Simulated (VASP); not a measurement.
# BP (F-43m) in VASP: a series of runs

The runs below take BP through single point, with HF.

All numbers are computed with VASP 6.6.1; they aren't measurements. Logs are shortened: lines on timing, memory, paths and dates and some standing lists are left out, and cuts for length are marked.

## 1. The cell of the first run

It takes space group F-43m (No. 216, cubic). Conventional cell: a = 4.508 Å, b = 4.508 Å, c = 4.508 Å, α = 90.00°, β = 90.00°, γ = 90.00°. Within 2.6 Å of P (site symmetry -43m) lie 4 B at 1.95 Å. B (site symmetry -43m) has 4 P at 1.95 Å within 2.6 Å.

## 2. Single point, HF

POSCAR

```
BP
1.0
    0.0000000000      2.2537713532      2.2537713532
    2.2537713532      0.0000000000      2.2537713532
    2.2537713532      2.2537713532      0.0000000000
P B
1 1
Direct
    0.7500000000      0.7500000000      0.7500000000
    0.0000000000      0.0000000000      0.0000000000
```

INCAR.step1

```
SYSTEM = BP
PREC = Accurate ; ENCUT = 520
EDIFF = 1E-5 ; ISMEAR = -1
SIGMA = 0.05 ; LREAL = .FALSE.
LASPH = .TRUE. ; NELM = 80
ALGO = Normal ; ISIF = 2
LWAVE = .TRUE. ; LCHARG = .FALSE.
NBANDS = 11 ; GGA = PE
```

INCAR.step2

```
SYSTEM = BP
PREC = Accurate ; ENCUT = 520
EDIFF = 1E-6 ; ISMEAR = -1
SIGMA = 0.05 ; LREAL = .FALSE.
LASPH = .TRUE. ; NELM = 80
ALGO = Normal ; ISIF = 2
LWAVE = .FALSE. ; LCHARG = .FALSE.
GGA = PE ; LHFCALC = .TRUE.
AEXX = 1.0 ; ALDAC = 0.0
AGGAC = 0.0 ; PRECFOCK = Normal
NBANDS = 11 ; ISTART = 1
```

KPOINTS

```
Automatic mesh
0
G
  5 5 5
  0 0 0
```

Potentials or basis: VASP PAW PBE potentials, release 64 (P, B).

Started as:

```sh
$ cat potpaw_PBE.64/P/POTCAR potpaw_PBE.64/B/POTCAR > POTCAR
$ cp INCAR.step1 INCAR
$ mpirun -np 1 vasp_std > vasp.out
$ cp INCAR.step2 INCAR
$ mpirun -np 1 vasp_std > vasp.out
```

OUTCAR:

```text
SYSTEM = BP
   PREC = Accurate
   ENCUT = 520
   EDIFF = 1E-6
   ISMEAR = -1
   LREAL = .FALSE.
   LASPH = .TRUE.
   NELM = 80
   ISIF = 2
   GGA = PE
   LHFCALC = .TRUE.
   AEXX = 1.0
   PRECFOCK = Normal
   ISTART = 1

 ion  position               nearest neighbor table
   1  0.750  0.750  0.750-   2 1.95   2 1.95   2 1.95   2 1.95
   2  0.000  0.000  0.000-   1 1.95   1 1.95   1 1.95   1 1.95

  LATTYP: Found a face centered cubic cell.
 ALAT       =     4.5075427064

  Lattice vectors:

 A1 = (   0.0000000000,   2.2537713532,   2.2537713532)
 A2 = (   2.2537713532,   0.0000000000,   2.2537713532)
 A3 = (   2.2537713532,   2.2537713532,   0.0000000000)

Analysis of symmetry for initial positions (statically):
=====================================================================
 Subroutine PRICEL returns:
 Original cell was already a primitive cell.

 Routine SETGRP: Setting up the symmetry group for a
 face centered cubic supercell.

 Subroutine GETGRP returns: Found 24 space group operations
 (whereof 24 operations were pure point group operations)
 out of a pool of 48 trial point group operations.

The static configuration has the point symmetry T_d .

Analysis of symmetry for dynamics (positions and initial velocities):
=====================================================================
 Subroutine PRICEL returns:
 Original cell was already a primitive cell.

 Routine SETGRP: Setting up the symmetry group for a
 face centered cubic supercell.

 Subroutine GETGRP returns: Found 24 space group operations
 (whereof 24 operations were pure point group operations)
 out of a pool of 48 trial point group operations.

The dynamic configuration has the point symmetry T_d .

 Subroutine INISYM returns: Found 24 space group operations
 (whereof 24 operations are pure point group operations),
 and found     1 'primitive' translations

----------------------------------------------------------------------------------------

                                     Primitive cell

  volume of cell :      22.8960

  direct lattice vectors                    reciprocal lattice vectors
     0.000000000  2.253771353  2.253771353    -0.221850366  0.221850366  0.221850366
     2.253771353  0.000000000  2.253771353     0.221850366 -0.221850366  0.221850366
     2.253771353  2.253771353  0.000000000     0.221850366  0.221850366 -0.221850366

  length of vectors
     3.187314014  3.187314014  3.187314014     0.384256106  0.384256106  0.384256106

  position of ions in fractional coordinates (direct lattice)
     0.750000000  0.750000000  0.750000000
     0.000000000  0.000000000  0.000000000

  ion indices of the primitive-cell ions
   primitive index   ion index
                 1           1
                 2           2

----------------------------------------------------------------------------------------

 KPOINTS: Automatic mesh

Automatic generation of k-mesh.
 Grid dimensions read from file:
 generate k-points for:    5    5    5

 Generating k-lattice:

  Cartesian coordinates                     Fractional coordinates (reciprocal lattice)
    -0.044370073  0.044370073  0.044370073     0.200000000  0.000000000  0.000000000
     0.044370073 -0.044370073  0.044370073     0.000000000  0.200000000  0.000000000
     0.044370073  0.044370073 -0.044370073     0.000000000  0.000000000  0.200000000

  Length of vectors
     0.076851221  0.076851221  0.076851221

  Shift w.r.t. Gamma in fractional coordinates (k-lattice)
     0.000000000  0.000000000  0.000000000

 Subroutine IBZKPT returns following result:
 ===========================================

 Found     10 irreducible k-points:

 Following reciprocal coordinates:
            Coordinates               Weight
  0.000000  0.000000  0.000000      1.000000
  0.200000  0.000000  0.000000      8.000000
  0.400000  0.000000  0.000000      8.000000
  0.200000  0.200000  0.000000      6.000000
  0.400000  0.200000  0.000000     24.000000
 -0.400000  0.200000  0.000000     24.000000
 -0.200000  0.200000  0.000000     12.000000
  0.400000  0.400000  0.000000      6.000000
 -0.400000  0.400000  0.000000     12.000000
 -0.400000  0.400000  0.200000     24.000000
   k-points           NKPTS =     10   k-points in BZ     NKDIM =    125   number of bands    NBANDS=     11
   number of dos      NEDOS =    301   number of ions     NIONS =      2
   total plane-waves  NPLWV =  13824
   dimension x,y,z NGX =    24 NGY =   24 NGZ =   24
   dimension x,y,z NGXF=    48 NGYF=   48 NGZF=   48
   ions per type =               1   1
   NGX,Y,Z   is equivalent  to a cutoff of  12.52, 12.52, 12.52 a.u.
   NGXF,Y,Z  is equivalent  to a cutoff of  25.04, 25.04, 25.04 a.u.
 SYSTEM =  BP
   PREC   = accura    normal or accurate (medium, high low for compatibility)
   ISTART =      1    job   : 0-new  1-cont  2-samecut
   ICHARG =      0    charge: 1-file 2-atom 10-const
   ISPIN  =      1    spin polarized calculation?
   LNONCOLLINEAR =      F non collinear calculations
   LSORBIT =      F    spin-orbit coupling
   LASPH  =      T    aspherical Exc in radial PAW
   ENCUT  =  520.0 eV  38.22 Ry    6.18 a.u.   5.93  5.93  5.93*2*pi/ulx,y,z
   NELM   =     80;   NELMIN=  2; NELMDL=  0     # of ELM steps
   EDIFF  = 0.1E-05   stopping-criterion for ELM
   LREAL  =      F    real-space projection
   EDIFFG = 0.1E-04   stopping-criterion for IOM
   NSW    =      0    number of steps for IOM
   IBRION =     -1    ionic relax: 0-MD 1-quasi-New 2-CG
   NFREE  =      0    steps in history (QN), initial steepest desc. (CG)
   ISIF   =      2    stress and relaxation
   ISYM   =      3    0-nonsym 1-usesym 2-fastsym
   POTIM  = 0.5000    time-step for ionic-motion
   TEBEG  =    0.0;   TEEND  =   0.0 temperature during run
   PSTRESS=    0.0 pullay stress
   NELECT =       8.0000    total number of electrons
   NUPDOWN=      -1.0000    fix difference up-down
   EMIN   =  10.00;   EMAX   =-10.00  energy-range for DOS
   EFERMI =   0.00;   METHOD = LEGACY
   ISMEAR =    -1;   SIGMA  =   0.05  broadening in eV -4-tet -1-fermi 0-gaus
   EFERMI_NEDOS =   21; number of points for ismear=-14 and -15
   IALGO  =     38    algorithm
   IMIX   =      1    mixing-type and parameters
     AMIX     =   0.40;   BMIX     =  1.00
     AMIX_MAG =   1.60;   BMIX_MAG =  1.00
  volume/ion in A,a.u.               =      11.45        77.25
  Fermi-wavevector in a.u.,A,eV,Ry     =   1.153059  2.178966 18.089568  1.329546
  Thomas-Fermi vector in A             =   2.289706
   LORBIT       =      0    0 simple, 1 ext, 2 COOP (PROOUT), +10 PAW based schemes
   GGA     = PE    functional components
   LHFCALC =     T    Hartree Fock is set to
   PRECFOCK=normal    Normal, Fast or Accurate (Low or Medium for compatibility)
   ENCUT4O =  -1.0   cutoff for four orbital integrals eV
   NKREDX  =     1    reduce k-point grid by
   NKREDY  =     1    reduce k-point grid by
   NKREDZ  =     1    reduce k-point grid by
   AEXX    =    1.0000 exact exchange contribution
   HFSCREEN=    0.0000 screening length (either q_TF or 0.3 A-1)
   HFSCREENC=   0.0000 screening length for correlation (either q_TF or 0.3 A-1)
   ENCUTFOCK=  -1.0 apply spherical cutoff to Coloumb kernel
   IVDW    =     0    specifies the selected vdW correction
   LEPSILON=     F    determine dielectric tensor
   LRPA    =     F    only Hartree local field effects (RPA)
 non-spin polarized calculation
  energy-cutoff  :      520.00
  volume of cell :       22.90
 maximum number of plane-waves:       629
  NGX = 18; NGY = 18; NGZ = 18

 number of electron       8.0000001 magnetization

 Free energy of the ion-electron system (eV)
  ---------------------------------------------------
  ext. energy  EPLUGINS =         0.00000000
  ---------------------------------------------------
  free energy    TOTEN  =       -21.46054802 eV

  energy without entropy =      -21.46054802  energy(sigma->0) =      -21.46054802

 E-fermi :   6.6030     XC(G=0):   0.0000

 val. band max:        5.4360777654   @ k =   0.0000   0.0000   0.0000
 cond. band min:      13.4916878293   @ k =   0.4000   0.4000   0.0000
 fundamental gap:      8.0556100638
 Fermi energy:         6.6030030072

 k-point     1 :       0.0000    0.0000    0.0000
  band No.  band energies     occupation
      1     -16.3796      2.00000
      2       5.4361      2.00000
      3       5.4361      2.00000
      4       5.4361      2.00000
      5      16.4323      0.00000
      6      16.4323      0.00000
      7      16.4323      0.00000
      8      22.2491      0.00000
      9      25.5168      0.00000
     10      26.6123      0.00000
     11      26.6123      0.00000

 k-point     2 :       0.2000    0.0000    0.0000
  band No.  band energies     occupation
      1     -15.3829      2.00000
      2       0.6186      2.00000
      3       4.3844      2.00000
      4       4.3844      2.00000
      5      17.1702      0.00000
      6      17.8642      0.00000
      7      17.8642      0.00000
      8      24.0434      0.00000
      9      24.9820      0.00000
     10      24.9820      0.00000
     11      27.3773      0.00000

 k-point     3 :       0.4000    0.0000    0.0000
  band No.  band energies     occupation
      1     -12.6787      2.00000
      2      -5.7516      2.00000
      3       3.2184      2.00000
      4       3.2184      2.00000
      5      17.0360      0.00000
      6      18.1029      0.00000
      7      18.1029      0.00000
      8      24.5776      0.00000
      9      28.1296      0.00000
     10      28.1296      0.00000
     11      29.3225      0.00000
[... 71 lines left out ...]
 k-point     9 :      -0.4000    0.4000    0.0000
  band No.  band energies     occupation
      1      -9.2809      2.00000
      2      -6.5728      2.00000
      3      -2.3339      2.00000
      4       0.3883      2.00000
      5      14.3239      0.00000
      6      17.8086      0.00000
      7      25.9197      0.00000
      8      26.7119      0.00000
      9      27.8919      0.00000
     10      28.6162      0.00000
     11      34.8414      0.00000

 k-point    10 :      -0.4000    0.4000    0.2000
  band No.  band energies     occupation
      1     -10.3428      2.00000
      2      -5.3069      2.00000
      3      -2.0590      2.00000
      4      -0.1759      2.00000
      5      17.6828      0.00000
      6      18.8555      0.00000
      7      20.9376      0.00000
      8      25.8191      0.00000
      9      26.5993      0.00000
     10      30.1668      0.00000
     11      34.4489      0.00000

------------------------ aborting loop because EDIFF is reached ----------------------------------------

  FORCE on cell =-STRESS in cart. coord.  units (eV):
  Direction    XX          YY          ZZ          XY          YZ          ZX
  --------------------------------------------------------------------------------------
  -------------------------------------------------------------------------------------
  Total        1.1130425      1.1130425      1.1130425      0.0000000      0.0000000      0.0000000
  in kB       77.8866054     77.8866054     77.8866054      0.0000000      0.0000000      0.0000000
  external PRESSURE =      77.8866054 kB  Pullay stress =       0.0000000 kB

 VOLUME and BASIS-vectors are now :
 -----------------------------------------------------------------------------
  energy-cutoff  :      520.00
  volume of cell :       22.90
      direct lattice vectors                 reciprocal lattice vectors
     0.000000000  2.253771353  2.253771353    -0.221850366  0.221850366  0.221850366
     2.253771353  0.000000000  2.253771353     0.221850366 -0.221850366  0.221850366
     2.253771353  2.253771353  0.000000000     0.221850366  0.221850366 -0.221850366

 POSITION                                       TOTAL-FORCE (eV/Angst)
 -----------------------------------------------------------------------------------
      3.38066      3.38066      3.38066        -0.000000     -0.000000     -0.000000
      0.00000      0.00000      0.00000         0.000000      0.000000      0.000000
 -----------------------------------------------------------------------------------
    total drift:                               -0.000000      0.000000     -0.000000

  FREE ENERGIE OF THE ION-ELECTRON SYSTEM (eV)
  ---------------------------------------------------
  free  energy   TOTEN  =       -21.4605480193 eV

  energy  without entropy=      -21.4605480193  energy(sigma->0) =      -21.46054802
```

It took 66 s on 1 thread of Intel Xeon 6975P-C (Granite Rapids), shared host; peak memory 0.13 GiB.

What came out:

| Quantity | Value |
| --- | --- |
| Free energy | -21.4605 eV |
| Pressure | 7.8 GPa |
| Band gap on the k mesh | 8.06 eV (least direct gap 11.00 eV) |

Caveat: the k points lie up to 0.48 Å⁻¹ apart; the PAW data sets were made with another functional, which shifts forces and pressure a little; an odd mesh through Γ misses points on the zone boundary, where band edges can lie.

## 3. Single point, HF

This run uses another cell than the first one, of 11.68 Å³/atom.

POSCAR

```
BP
1.0
    0.0000000000      2.2690000000      2.2690000000
    2.2690000000      0.0000000000      2.2690000000
    2.2690000000      2.2690000000      0.0000000000
P B
1 1
Direct
    0.7500000000      0.7500000000      0.7500000000
    0.0000000000      0.0000000000      0.0000000000
```

INCAR.step1

```
SYSTEM = BP
ALGO = Normal
EDIFF = 1E-5
ENCUT = 520
GGA = PE
ISIF = 2
ISMEAR = -1
LASPH = .TRUE.
LREAL = .FALSE.
LWAVE = .TRUE.
NBANDS = 11
NELM = 100
PREC = Accurate
SIGMA = 0.05
```

INCAR.step2

```
SYSTEM = BP
AEXX = 1.0
AGGAC = 0.0
ALDAC = 0.0
ALGO = Normal
EDIFF = 1E-7
ENCUT = 520
GGA = PE
ISIF = 2
ISMEAR = -1
ISTART = 1
LASPH = .TRUE.
LCHARG = .TRUE.
LELF = .TRUE.
LHFCALC = .TRUE.
LREAL = .FALSE.
LVHAR = .TRUE.
LWAVE = .FALSE.
NBANDS = 11
NELM = 100
PREC = Accurate
PRECFOCK = Normal
SIGMA = 0.05
```

KPOINTS

```
k-points
0
G
  5 5 5
  0 0 0
```

Potentials or basis: VASP PAW PBE potentials, release 64 (P, B).

Started as:

```sh
$ cat potpaw_PBE.64/P/POTCAR potpaw_PBE.64/B/POTCAR > POTCAR
$ cp INCAR.step1 INCAR
$ mpirun -np 1 vasp_std > vasp.out
$ cp INCAR.step2 INCAR
$ mpirun -np 1 vasp_std > vasp.out
```

OUTCAR:

```text
SYSTEM = BP
   AEXX = 1.0
   EDIFF = 1E-7
   ENCUT = 520
   GGA = PE
   ISIF = 2
   ISMEAR = -1
   ISTART = 1
   LASPH = .TRUE.
   LHFCALC = .TRUE.
   LREAL = .FALSE.
   NELM = 100
   PREC = Accurate
   PRECFOCK = Normal

 ion  position               nearest neighbor table
   1  0.750  0.750  0.750-   2 1.97   2 1.97   2 1.97   2 1.97
   2  0.000  0.000  0.000-   1 1.97   1 1.97   1 1.97   1 1.97

  LATTYP: Found a face centered cubic cell.
 ALAT       =     4.5380000000

[... 318 lines left out ...]

------------------------ aborting loop because EDIFF is reached ----------------------------------------

  FORCE on cell =-STRESS in cart. coord.  units (eV):
  Direction    XX          YY          ZZ          XY          YZ          ZX
  --------------------------------------------------------------------------------------
  -------------------------------------------------------------------------------------
  Total        0.5601150      0.5601150      0.5601150      0.0000000      0.0000000      0.0000000
  in kB       38.4108839     38.4108839     38.4108839      0.0000000      0.0000000      0.0000000
  external PRESSURE =      38.4108839 kB  Pullay stress =       0.0000000 kB

 VOLUME and BASIS-vectors are now :
 -----------------------------------------------------------------------------
  energy-cutoff  :      520.00
  volume of cell :       23.36
      direct lattice vectors                 reciprocal lattice vectors
     0.000000000  2.269000000  2.269000000    -0.220361393  0.220361393  0.220361393
     2.269000000  0.000000000  2.269000000     0.220361393 -0.220361393  0.220361393
     2.269000000  2.269000000  0.000000000     0.220361393  0.220361393 -0.220361393

 POSITION                                       TOTAL-FORCE (eV/Angst)
 -----------------------------------------------------------------------------------
      3.40350      3.40350      3.40350         0.000000      0.000000      0.000000
      0.00000      0.00000      0.00000        -0.000000     -0.000000     -0.000000
 -----------------------------------------------------------------------------------
    total drift:                               -0.000000     -0.000000     -0.000000

  FREE ENERGIE OF THE ION-ELECTRON SYSTEM (eV)
  ---------------------------------------------------
  free  energy   TOTEN  =       -21.4777577487 eV

  energy  without entropy=      -21.4777577487  energy(sigma->0) =      -21.47775775
```

OUTCAR.step1:

```text
SYSTEM = BP
   EDIFF = 1E-5
   ENCUT = 520
   GGA = PE
   ISIF = 2
   ISMEAR = -1
   LASPH = .TRUE.
[... 343 lines left out ...]
      3.40350      3.40350      3.40350         0.000000     -0.000000     -0.000000
      0.00000      0.00000      0.00000        -0.000000      0.000000      0.000000
 -----------------------------------------------------------------------------------
    total drift:                               -0.000000     -0.000000     -0.000000

  FREE ENERGIE OF THE ION-ELECTRON SYSTEM (eV)
  ---------------------------------------------------
  free  energy   TOTEN  =       -12.8779610182 eV

  energy  without entropy=      -12.8779606135  energy(sigma->0) =      -12.87796082
```

Wall time 86 s (1 thread of Intel Xeon 6975P-C (Granite Rapids), shared host); peak memory 0.13 GiB.

What came out:

- Free energy: -21.4778 eV
- Pressure: 3.8 GPa
- Band gap on the k mesh: 8.07 eV (least direct gap 10.95 eV)

Levels at points of the mesh, in eV from the valence-band top:
| k point | band 1 | band 2 | band 3 | band 4 | band 5 | band 6 | band 7 | band 8 |
| --- | --- | --- | --- | --- | --- | --- | --- | --- |
| (0.00, 0.00, 0.00) | -21.59 | 0.00 | 0.00 | 0.00 | 10.95 | 10.95 | 10.95 | 16.43 |

Caveat: the k points lie up to 0.48 Å⁻¹ apart; the PAW data sets were made with another functional, which shifts forces and pressure a little; an odd mesh through Γ misses points on the zone boundary, where band edges can lie.

(Part 1 of 2 ends here.)
